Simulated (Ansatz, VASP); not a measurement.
## Ni: VASP beside Ansatz

Contents of INCAR:

```
PREC = Accurate
ENCUT = 520
EDIFF = 1E-7
ISMEAR = -1
SIGMA = 0.05
LREAL = F
LASPH = T
NELM = 150
ALGO = Fast
ISIF = 2
LWAVE = F
LCHARG = F
ISPIN = 2
MAGMOM = 1
LORBIT = 11
LMAXMIX = 4
GGA = RP
NBANDS = 15
```

KPOINTS

```
Automatic mesh
0
Gamma
  13 13 13
```

File POSCAR:

```
Ni
1.0
   -1.3837154700      1.3837154700      1.3837154700
    1.3837154700     -1.3837154700      1.3837154700
    1.3837154700      1.3837154700     -1.3837154700
Ni
1
Direct
    0.0000000000      0.0000000000      0.0000000000
```

File input.yaml:

```yaml
crystal:
  lattice:
    - [-1.38371547, 1.38371547, 1.38371547]
    - [1.38371547, -1.38371547, 1.38371547]
    - [1.38371547, 1.38371547, -1.38371547]
  atoms:
    - { symbol: Ni, position: [0.0, 0.0, 0.0], spin: 1.0 }
hamiltonian:
  xc: rpbe
  pseudopotentials: { kind: paw }
magnetization:
  spin_polarized: true
kpoints:
  mp_grid: { grid: [13, 13, 13] }
  band_path:
    path:
      - [[0.0, 0.0, 0.0], [0.5, -0.5, 0.5], [0.0, 0.0, 0.5], [0.0, 0.0, 0.0], [0.25, 0.25, 0.25], [0.5, -0.5, 0.5]]
      - [[0.25, 0.25, 0.25], [0.0, 0.0, 0.5]]
    npoints: 14
scf:
  occupations: { method: fermi_dirac, width: 0.05 }
  n_extra_bands: 6
output:
  forces: true
  stress: true
  eigenvalues: true
  fatbands: false
```

Alike in both runs: functional RPBE; k mesh 13 × 13 × 13; occupations fermi-dirac, width 0.05 eV; collinear spin.

|  | VASP | Ansatz |
| --- | --- | --- |
| version | VASP 6.6.1 | Ansatz 0.2.0 |
| potentials or method | VASP PAW PBE potentials, release 64 (Ni) | Ansatz PAW |
| plane-wave cutoff (eV) | 520 | 420 |
| valence electrons in the cell | 10 | 18 |
| task | single point | band structure |

```csv
,VASP,Ansatz,Ansatz less VASP
gap on the k mesh at the Fermi level (eV),none,none,-
pressure (GPa),13.6,13.6,+0.02
net moment per atom (μB),0.58,0.60,+0.012
size of the moment on the site where the two differ most (μB),0.59,0.63,+0.037
```

VASP's potentials were made for PBE, not for RPBE. Site moments also hang on the region over which each program counts them. A gap of «none» marks a metal or a gap that the smearing closes. VASP's potentials hold 10 valence electrons a cell and Ansatz's 18, so a difference there can come from the potentials and not from the codes.
